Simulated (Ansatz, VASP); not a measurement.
GaP: VASP beside Ansatz

```
Ga P
1.0
     0.00000    2.70696    2.70696
     2.70696    0.00000    2.70696
     2.70696    2.70696    0.00000
Ga P
1 1
Direct
  0.00000 0.00000 0.00000
  0.75000 0.75000 0.75000
```

Alike in both runs: task single point; functional b88 exchange, pbe correlation; k mesh 8 × 8 × 8; occupations fermi-dirac, width 0.05 eV; no spin polarisation.

|  | VASP | Ansatz |
| --- | --- | --- |
| version | VASP 6.6.1 | Ansatz 0.2.0 |
| potentials or method | VASP PAW PBE potentials, release 64 (Ga_d, P) | Ansatz PAW |
| plane-wave cutoff (eV) | 500 | 420 |
| valence electrons in the cell | 18 | 18 |

Ansatz gave:

* gap on the k mesh at the Fermi level (eV): 1.61
* least direct gap on the mesh (eV): 1.98
* pressure (GPa): 4.3

Task: Which values does VASP return?

Result: gap on the k mesh at the Fermi level (eV): 1.61; least direct gap on the mesh (eV): 1.98; pressure (GPa): 4.1.

VASP's potentials were made for PBE, not for b88 exchange, pbe correlation. With one functional, cell and mesh, what is left measures potentials, basis and numerics.
